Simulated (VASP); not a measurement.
# Zr in VASP: single point with LDA

Aim: the single point of Zr with LDA.

Everything below comes from runs of VASP 6.6.1. Logs are shortened: lines on timing, memory, paths and dates and some standing lists are left out, and cuts for length are marked.

**1. The cell of the first run**

The cell holds a slab with vacuum, 4 atoms: a = 3.232 Å, b = 3.232 Å, c = 23.721 Å, α = 90.00°, β = 90.00°, γ = 120.00°.

**2. Single point, LDA**

INCAR reads:

```
SYSTEM = Zr
ALGO = Normal
DIPOL = 0.5 0.5 0.500
EDIFF = 1E-6
ENCUT = 400
GGA_COMPAT = .False.
IDIPOL = 3
ISIF = 2
ISMEAR = 1
LASPH = .True.
LCHARG = .False.
LDIPOL = .True.
LREAL = .False.
LWAVE = .False.
NBANDS = 32
NELM = 120
NELMDL = -8
PREC = Accurate
SIGMA = 0.1
```

KPOINTS reads:

```
k-points
0
Gamma
  6 6 1
  0 0 0
```

POSCAR reads:

```
Zr
1.0
    3.2320000000      0.0000000000      0.0000000000
   -1.6160000000      2.7989900000      0.0000000000
    0.0000000000      0.0000000000     23.7205000000
Zr
4
Direct
    0.3333333333      0.6666666667      0.3372610189
    0.6666666667      0.3333333333      0.4457536730
    0.3333333333      0.6666666667      0.5542463270
    0.6666666667      0.3333333333      0.6627389811
```

Potentials or basis: VASP PAW LDA potentials, release 64 (Zr_sv).

Started as:

```
> cat potpaw_LDA.64/Zr_sv/POTCAR > POTCAR
> mpirun -np 1 vasp_std > vasp.out
```

OUTCAR:

```text
SYSTEM = Zr
   EDIFF = 1E-6
   ENCUT = 400
   ISIF = 2
   ISMEAR = 1
   LASPH = .True.
   LREAL = .False.
   NELM = 120
   NELMDL = -8
   PREC = Accurate

 ion  position               nearest neighbor table
   1  0.333  0.667  0.337-   2 3.18   2 3.18   2 3.18
   2  0.667  0.333  0.446-   3 3.18   1 3.18   3 3.18   3 3.18   1 3.18   1 3.18
   3  0.333  0.667  0.554-   2 3.18   4 3.18   2 3.18   2 3.18   4 3.18   4 3.18
   4  0.667  0.333  0.663-   3 3.18   3 3.18   3 3.18

  LATTYP: Found a hexagonal cell.
 ALAT       =     3.2320000000
 C/A-ratio  =     7.3392636139

  Lattice vectors:

 A1 = (   3.2320000000,   0.0000000000,   0.0000000000)
 A2 = (  -1.6160000000,   2.7989900000,   0.0000000000)
 A3 = (   0.0000000000,   0.0000000000,  23.7205000000)

Analysis of symmetry for initial positions (statically):
=====================================================================
 Subroutine PRICEL returns:
 Original cell was already a primitive cell.

 Routine SETGRP: Setting up the symmetry group for a
 hexagonal supercell.

 Subroutine GETGRP returns: Found 12 space group operations
 (whereof 12 operations were pure point group operations)
 out of a pool of 24 trial point group operations.

The static configuration has the point symmetry D_3d.

Analysis of symmetry for dynamics (positions and initial velocities):
=====================================================================
 Subroutine PRICEL returns:
 Original cell was already a primitive cell.

 Routine SETGRP: Setting up the symmetry group for a
 hexagonal supercell.

 Subroutine GETGRP returns: Found 12 space group operations
 (whereof 12 operations were pure point group operations)
 out of a pool of 24 trial point group operations.

The dynamic configuration has the point symmetry D_3d.

 Subroutine INISYM returns: Found 12 space group operations
 (whereof 12 operations are pure point group operations),
 and found     1 'primitive' translations

----------------------------------------------------------------------------------------

                                     Primitive cell

  volume of cell :     214.5836

  direct lattice vectors                    reciprocal lattice vectors
     3.232000000  0.000000000  0.000000000     0.309405941  0.178635865  0.000000000
    -1.616000000  2.798990000  0.000000000     0.000000000  0.357271730  0.000000000
     0.000000000  0.000000000 23.720500000     0.000000000  0.000000000  0.042157627

  length of vectors
     3.232000000  3.231996445 23.720500000     0.357271337  0.357271730  0.042157627

  position of ions in fractional coordinates (direct lattice)
     0.333333333  0.666666667  0.337261019
     0.666666667  0.333333333  0.445753673
     0.333333333  0.666666667  0.554246327
     0.666666667  0.333333333  0.662738981

  ion indices of the primitive-cell ions
   primitive index   ion index
                 1           1
                 2           2
                 3           3
                 4           4

----------------------------------------------------------------------------------------

 KPOINTS: k-points

Automatic generation of k-mesh.
 Grid dimensions read from file:
 generate k-points for:    6    6    1

 Generating k-lattice:

  Cartesian coordinates                     Fractional coordinates (reciprocal lattice)
     0.051567657  0.029772644  0.000000000     0.166666667  0.000000000  0.000000000
     0.000000000  0.059545288  0.000000000     0.000000000  0.166666667  0.000000000
     0.000000000  0.000000000  0.042157627     0.000000000  0.000000000  1.000000000

  Length of vectors
     0.059545223  0.059545288  0.042157627

  Shift w.r.t. Gamma in fractional coordinates (k-lattice)
     0.000000000  0.000000000  0.000000000

 Subroutine IBZKPT returns following result:
 ===========================================

 Found      7 irreducible k-points:

 Following reciprocal coordinates:
            Coordinates               Weight
  0.000000  0.000000  0.000000      1.000000
  0.166667  0.000000  0.000000      6.000000
  0.333333  0.000000  0.000000      6.000000
  0.500000  0.000000  0.000000      3.000000
  0.166667  0.166667  0.000000      6.000000
  0.333333  0.166667  0.000000     12.000000
  0.333333  0.333333  0.000000      2.000000
   k-points           NKPTS =      7   k-points in BZ     NKDIM =      7   number of bands    NBANDS=     32
   number of dos      NEDOS =    301   number of ions     NIONS =      4
   total plane-waves  NPLWV =  92160
   dimension x,y,z NGX =    24 NGY =   24 NGZ =  160
   dimension x,y,z NGXF=    48 NGYF=   48 NGZF=  320
   ions per type =               4
   NGX,Y,Z   is equivalent  to a cutoff of  12.34, 12.35, 11.21 a.u.
   NGXF,Y,Z  is equivalent  to a cutoff of  24.69, 24.69, 22.43 a.u.
 SYSTEM =  Zr
   PREC   = accura    normal or accurate (medium, high low for compatibility)
   ISTART =      0    job   : 0-new  1-cont  2-samecut
   ICHARG =      2    charge: 1-file 2-atom 10-const
   ISPIN  =      1    spin polarized calculation?
   LNONCOLLINEAR =      F non collinear calculations
   LSORBIT =      F    spin-orbit coupling
   LASPH  =      T    aspherical Exc in radial PAW
   ENCUT  =  400.0 eV  29.40 Ry    5.42 a.u.   5.27  5.27 38.68*2*pi/ulx,y,z
   NELM   =    120;   NELMIN=  2; NELMDL= -8     # of ELM steps
   EDIFF  = 0.1E-05   stopping-criterion for ELM
   LREAL  =      F    real-space projection
   EDIFFG = 0.1E-04   stopping-criterion for IOM
   NSW    =      0    number of steps for IOM
   IBRION =     -1    ionic relax: 0-MD 1-quasi-New 2-CG
   NFREE  =      0    steps in history (QN), initial steepest desc. (CG)
   ISIF   =      2    stress and relaxation
   ISYM   =      2    0-nonsym 1-usesym 2-fastsym
   POTIM  = 0.5000    time-step for ionic-motion
   TEBEG  =    0.0;   TEEND  =   0.0 temperature during run
   PSTRESS=    0.0 pullay stress
   NELECT =      48.0000    total number of electrons
   NUPDOWN=      -1.0000    fix difference up-down
   EMIN   =  10.00;   EMAX   =-10.00  energy-range for DOS
   EFERMI =   0.00;   METHOD = LEGACY
   ISMEAR =     1;   SIGMA  =   0.10  broadening in eV -4-tet -1-fermi 0-gaus
   EFERMI_NEDOS =   21; number of points for ismear=-14 and -15
   IALGO  =     38    algorithm
   IMIX   =      4    mixing-type and parameters
     AMIX     =   0.40;   BMIX     =  1.00
     AMIX_MAG =   1.60;   BMIX_MAG =  1.00
  volume/ion in A,a.u.               =      53.65       362.02
  Fermi-wavevector in a.u.,A,eV,Ry     =   0.993779  1.877970 13.437064  0.987596
  Thomas-Fermi vector in A             =   2.125684
   LORBIT       =      0    0 simple, 1 ext, 2 COOP (PROOUT), +10 PAW based schemes
   GGA     = CA    functional components
   LHFCALC =     F    Hartree Fock is set to
   AEXX    =    0.0000 exact exchange contribution
   IVDW    =     0    specifies the selected vdW correction
   LEPSILON=     F    determine dielectric tensor
   LRPA    =     F    only Hartree local field effects (RPA)
 non-spin polarized calculation
 Methfessel and Paxton  Order N= 1 SIGMA  =   0.10
  energy-cutoff  :      400.00
  volume of cell :      214.58
 maximum number of plane-waves:      3916
 NGX is ok and might be reduce to    24
   NGX = 11   NGY = 11   NGZ = 77

 number of electron      48.0000001 magnetization

 dipolmoment           0.000000      0.000000     -0.000000 electrons x Angstroem

 Free energy of the ion-electron system (eV)
  ---------------------------------------------------
  ext. energy  EPLUGINS =         0.00000000
  ---------------------------------------------------
  free energy    TOTEN  =       -34.81907086 eV

  energy without entropy =      -34.80533696  energy(sigma->0) =      -34.81449289

 E-fermi :   1.4786     XC(G=0):  -5.8012

 val. band max:        1.4667712183   @ k =   0.0000   0.0000   0.0000
 cond. band min:       1.4855377012   @ k =   0.3333   0.1667   0.0000
 fundamental gap:      0.0187664829
 Fermi energy:         1.4785733513

 k-point     1 :       0.0000    0.0000    0.0000
  band No.  band energies     occupation
      1     -47.3205      2.00000
      2     -47.3198      2.00000
      3     -46.9468      2.00000
      4     -46.8678      2.00000
      5     -25.7307      2.00000
      6     -25.6335      2.00000
[... 24 lines left out ...]
     31       2.4715     -0.00000
     32       2.8054     -0.00000

 k-point     2 :       0.1667    0.0000    0.0000
  band No.  band energies     occupation
      1     -47.2984      2.00000
      2     -47.2980      2.00000
      3     -46.9215      2.00000
      4     -46.8516      2.00000
      5     -25.6734      2.00000
      6     -25.6073      2.00000
[... 24 lines left out ...]
     31       2.8404     -0.00000
     32       3.0184     -0.00000

 k-point     3 :       0.3333    0.0000    0.0000
  band No.  band energies     occupation
      1     -47.2541      2.00000
      2     -47.2539      2.00000
      3     -46.8679      2.00000
      4     -46.8220      2.00000
      5     -25.6574      2.00000
      6     -25.6348      2.00000
[... 24 lines left out ...]
     31       3.9594      0.00000
     32       3.9845      0.00000

 k-point     4 :       0.5000    0.0000    0.0000
  band No.  band energies     occupation
      1     -47.2317      2.00000
      2     -47.2317      2.00000
      3     -46.8369      2.00000
      4     -46.8109      2.00000
      5     -25.8081      2.00000
      6     -25.7926      2.00000
[... 24 lines left out ...]
     31       4.4511      0.00000
     32       4.6061      0.00000

 k-point     5 :       0.1667    0.1667    0.0000
  band No.  band energies     occupation
      1     -47.2652      2.00000
      2     -47.2650      2.00000
      3     -46.8819      2.00000
      4     -46.8289      2.00000
      5     -25.6011      2.00000
      6     -25.5847      2.00000
[... 24 lines left out ...]
     31       3.2733     -0.00000
     32       3.3760     -0.00000

 k-point     6 :       0.3333    0.1667    0.0000
  band No.  band energies     occupation
      1     -47.2317      2.00000
      2     -47.2317      2.00000
      3     -46.8371      2.00000
      4     -46.8107      2.00000
      5     -25.7209      2.00000
      6     -25.7092      2.00000
[... 24 lines left out ...]
     31       3.8338      0.00000
     32       4.3516      0.00000

 k-point     7 :       0.3333    0.3333    0.0000
  band No.  band energies     occupation
      1     -47.2206      2.00000
      2     -47.2206      2.00000
      3     -46.8134      2.00000
      4     -46.8134      2.00000
      5     -25.6101      2.00000
      6     -25.6101      2.00000
[... 24 lines left out ...]
     31       3.7499      0.00000
     32       4.6977      0.00000

------------------------ aborting loop because EDIFF is reached ----------------------------------------

 vacuum level on the upper side and lower side of the slab       (xc-potential included)        -0.174        -0.174

  FORCE on cell =-STRESS in cart. coord.  units (eV):
  Direction    XX          YY          ZZ          XY          YZ          ZX
  --------------------------------------------------------------------------------------
  -------------------------------------------------------------------------------------
  Total       -6.6076871     -6.6076678     -4.3853413     -0.0000000      0.0000000      0.0000000
  in kB      -49.3359523    -49.3358076    -32.7429225     -0.0000000      0.0000000      0.0000000
  external PRESSURE =     -43.8048941 kB  Pullay stress =       0.0000000 kB

 VOLUME and BASIS-vectors are now :
 -----------------------------------------------------------------------------
  energy-cutoff  :      400.00
  volume of cell :      214.58
      direct lattice vectors                 reciprocal lattice vectors
     3.232000000  0.000000000  0.000000000     0.309405941  0.178635865  0.000000000
    -1.616000000  2.798990000  0.000000000     0.000000000  0.357271730  0.000000000
     0.000000000  0.000000000 23.720500000     0.000000000  0.000000000  0.042157627

 POSITION                                       TOTAL-FORCE (eV/Angst)
 -----------------------------------------------------------------------------------
     -0.00000      1.86599      8.00000        -0.000000     -0.000000      0.741422
      1.61600      0.93300     10.57350        -0.000000      0.000000     -0.581834
     -0.00000      1.86599     13.14700         0.000000      0.000000      0.581834
      1.61600      0.93300     15.72050         0.000000      0.000000     -0.741422
 -----------------------------------------------------------------------------------
    total drift:                                0.000000     -0.000000     -0.000000

  FREE ENERGIE OF THE ION-ELECTRON SYSTEM (eV)
  ---------------------------------------------------
  free  energy   TOTEN  =       -34.8190708569 eV

  energy  without entropy=      -34.8053369568  energy(sigma->0) =      -34.81449289

 vacuum level on the upper side and lower side of the slab         5.706         5.706
```

It took 1.8 min on 1 thread of Intel Xeon 8259CL, shared host; peak memory 0.23 GiB.

What came out:

```yaml
Free_energy: -34.8191 eV
Largest_force: 0.741 eV/Å
Band_gap_on_the_k_mesh: zero (bands 24 and 25 overlap by 1.23 eV)
```

Forces on the atoms (eV/Å):
```
Zr   0.000  0.000  0.741
Zr   0.000  0.000 -0.582
Zr   0.000  0.000  0.582
Zr   0.000  0.000 -0.741
```

Caveat: the k points lie up to 0.37 Å⁻¹ apart, too coarse for converged energies and pressures of a metal.
